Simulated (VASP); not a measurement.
# Rh (P6_3/mmc) in VASP: further runs, part 2 of 2

VASP 6.6.1. Earlier steps stand in the parts before.

## Step 6: Single point, PBE

This run uses another cell than the first one, of 15.44 Å³/atom.

File INCAR:

```
SYSTEM = Rh
  PREC = Accurate
  ENCUT = 520
  EDIFF = 1E-7
  ISMEAR = 0
  SIGMA = 0.15
  LREAL = .False.
  LASPH = .True.
  NELM = 80
  ALGO = Fast
  ISIF = 2
  LWAVE = .False.
  LCHARG = .False.
  GGA = PE
  NBANDS = 22
```

File KPOINTS:

```
Automatic mesh
0
Gamma
  18 18 10
  0 0 0
```

File POSCAR:

```
Rh
1.0
    2.8066000000      0.0000000000      0.0000000000
   -1.4033000000      2.4305868982      0.0000000000
    0.0000000000      0.0000000000      4.5254000000
Rh
2
Direct
    0.6666666667      0.3333333333      0.7500000000
    0.3333333333      0.6666666667      0.2500000000
```

Potentials or basis: VASP PAW PBE potentials, release 64 (Rh_pv).

Started as:

```
cat potpaw_PBE.64/Rh_pv/POTCAR > POTCAR
mpirun -np 1 vasp_std > vasp.out
```

OUTCAR:

```text
SYSTEM = Rh
   PREC = Accurate
   ENCUT = 520
   EDIFF = 1E-7
   ISMEAR = 0
   LREAL = .False.
   LASPH = .True.
   NELM = 80
   ISIF = 2
   GGA = PE

 ion  position               nearest neighbor table
   1  0.667  0.333  0.750-   2 2.78   2 2.78   2 2.78   2 2.78   2 2.78   2 2.78
   2  0.333  0.667  0.250-   1 2.78   1 2.78   1 2.78   1 2.78   1 2.78   1 2.78

  LATTYP: Found a hexagonal cell.
 ALAT       =     2.8066000000
 C/A-ratio  =     1.6124135965

  Lattice vectors:

 A1 = (   2.8066000000,   0.0000000000,   0.0000000000)
 A2 = (  -1.4033000000,   2.4305868982,   0.0000000000)
 A3 = (   0.0000000000,   0.0000000000,   4.5254000000)

Analysis of symmetry for initial positions (statically):
=====================================================================
 Subroutine PRICEL returns:
 Original cell was already a primitive cell.

 Routine SETGRP: Setting up the symmetry group for a
 hexagonal supercell.

 Subroutine GETGRP returns: Found 24 space group operations
 (whereof 12 operations were pure point group operations)
 out of a pool of 24 trial point group operations.

The static configuration has the point symmetry D_3d.
 The point group associated with its full space group is D_6h.

Analysis of symmetry for dynamics (positions and initial velocities):
=====================================================================
 Subroutine PRICEL returns:
 Original cell was already a primitive cell.

 Routine SETGRP: Setting up the symmetry group for a
 hexagonal supercell.

 Subroutine GETGRP returns: Found 24 space group operations
 (whereof 12 operations were pure point group operations)
 out of a pool of 24 trial point group operations.

The dynamic configuration has the point symmetry D_3d.
 The point group associated with its full space group is D_6h.

 Subroutine INISYM returns: Found 24 space group operations
 (whereof 12 operations are pure point group operations),
 and found     1 'primitive' translations

----------------------------------------------------------------------------------------

[... 112 lines left out ...]
     AMIX_MAG =   1.60;   BMIX_MAG =  1.00
  volume/ion in A,a.u.               =      15.44       104.16
  Fermi-wavevector in a.u.,A,eV,Ry     =   1.621558  3.064299 35.775824  2.629449
  Thomas-Fermi vector in A             =   2.715314
   LORBIT       =      0    0 simple, 1 ext, 2 COOP (PROOUT), +10 PAW based schemes
   GGA     = PE    functional components
   LHFCALC =     F    Hartree Fock is set to
   AEXX    =    0.0000 exact exchange contribution
   IVDW    =     0    specifies the selected vdW correction
   LEPSILON=     F    determine dielectric tensor
   LRPA    =     F    only Hartree local field effects (RPA)
 non-spin polarized calculation
 RMM-DIIS sequential band-by-band and
 Gauss-broadening in eV      SIGMA  =   0.15
  energy-cutoff  :      520.00
  volume of cell :       30.87
 maximum number of plane-waves:       848
 NGX is ok and might be reduce to    24
   NGX = 11   NGY = 11   NGZ = 17

 number of electron      29.9999994 magnetization

 Free energy of the ion-electron system (eV)
  ---------------------------------------------------
  ext. energy  EPLUGINS =         0.00000000
  ---------------------------------------------------
  free energy    TOTEN  =       -14.29798080 eV

  energy without entropy =      -14.25328092  energy(sigma->0) =      -14.27563086

 E-fermi :   9.9790     XC(G=0): -13.2959

 val. band max:        9.9759787631   @ k =   0.2222   0.1111   0.5000
 cond. band min:       9.9803926341   @ k =   0.0000   0.0000   0.3000
 fundamental gap:      0.0044138710
 Fermi energy:         9.9790156242

 k-point     1 :       0.0000    0.0000    0.0000
  band No.  band energies     occupation
      1     -36.7758      2.00000
      2     -36.3297      2.00000
      3     -36.3297      2.00000
      4     -36.2728      2.00000
      5     -36.2553      2.00000
      6     -36.2553      2.00000
[... 589 lines left out ...]
     21      21.1622      0.00000
     22      23.8364      0.00000

 [... further k-points ...]

------------------------ aborting loop because EDIFF is reached ----------------------------------------

  FORCE on cell =-STRESS in cart. coord.  units (eV):
  Direction    XX          YY          ZZ          XY          YZ          ZX
  --------------------------------------------------------------------------------------
  -------------------------------------------------------------------------------------
  Total       -3.4357548     -3.4357548     -3.5786676      0.0000000      0.0000000     -0.0000000
  in kB     -178.3134475   -178.3134474   -185.7305310      0.0000000      0.0000000     -0.0000000
  external PRESSURE =    -180.7858086 kB  Pullay stress =       0.0000000 kB

 VOLUME and BASIS-vectors are now :
 -----------------------------------------------------------------------------
  energy-cutoff  :      520.00
  volume of cell :       30.87
      direct lattice vectors                 reciprocal lattice vectors
     2.806600000  0.000000000  0.000000000     0.356303000  0.205711633  0.000000000
    -1.403300000  2.430586898  0.000000000     0.000000000  0.411423266  0.000000000
     0.000000000  0.000000000  4.525400000     0.000000000  0.000000000  0.220974941

 POSITION                                       TOTAL-FORCE (eV/Angst)
 -----------------------------------------------------------------------------------
      1.40330      0.81020      3.39405         0.000000     -0.000000      0.000000
     -0.00000      1.62039      1.13135        -0.000000      0.000000      0.000000
 -----------------------------------------------------------------------------------
    total drift:                                0.000000     -0.000000      0.000000

  FREE ENERGIE OF THE ION-ELECTRON SYSTEM (eV)
  ---------------------------------------------------
  free  energy   TOTEN  =       -14.2979807963 eV

  energy  without entropy=      -14.2532809178  energy(sigma->0) =      -14.27563086
```

stdout:

```text
POSCAR found type information on POSCAR Rh
 POSCAR found :  1 types and       2 ions
 scaLAPACK will be used
 LDA part: xc-table for (Slater+PW92), standard interpolation
 POSCAR, INCAR and KPOINTS ok, starting setup
 FFT: planning ... GRIDC
 FFT: planning ... GRID_SOFT
 FFT: planning ... GRID
 WAVECAR not read
 entering main loop
```

It took 85 s on 1 thread of Intel Xeon Platinum 8488C (Sapphire Rapids), shared host; peak memory 0.24 GiB.

Results:

- Free energy: -14.2980 eV
- Pressure: -18.1 GPa
- Band gap on the k mesh: zero (bands 15 and 16 overlap by 1.98 eV)

Stress tensor (GPa, compression positive):
```
-17.83   0.00   0.00
  0.00 -17.83   0.00
  0.00   0.00 -18.57
```

Caveat: the cell stands under tension.

## Step 7: Summary

| cell | further INCAR settings | gap on the mesh (eV) | pressure (GPa) |
| --- | --- | --- | --- |
| a = 2.752, b = 2.752, c = 4.666 Å, angles 90.0, 90.0, 120.0°, 2 atoms | ALGO = Fast; EDIFF = 1e-06; NBANDS = 22 | none | -16.3 |
| a = 2.834, b = 2.834, c = 4.385 Å, angles 90.0, 90.0, 120.0°, 2 atoms | ALGO = Fast; EDIFF = 1e-06; NBANDS = 22 | none | -15.6 |
| a = 2.779, b = 2.779, c = 4.596 Å, angles 90.0, 90.0, 120.0°, 2 atoms | ALGO = Fast; EDIFF = 1e-06; NBANDS = 22 | none | -17.3 |
| a = 2.834, b = 2.834, c = 4.455 Å, angles 90.0, 90.0, 120.0°, 2 atoms | ALGO = Fast; EDIFF = 1e-06; NBANDS = 22 | none | -18.4 |
| a = 2.807, b = 2.807, c = 4.525 Å, angles 90.0, 90.0, 120.0°, 2 atoms | ALGO = Fast; EDIFF = 1e-07; NBANDS = 22 | none | -18.1 |

Alike in all rows: task single point; level PBE; potentials or basis VASP PAW PBE potentials, release 64 (Rh_pv); no spin polarisation; k mesh 18 × 18 × 10; cutoff (eV) 520; smearing gaussian 0.15 eV.

Caveats: the cell stands under tension.

Absolute energies hang on the potentials; compare differences alone.
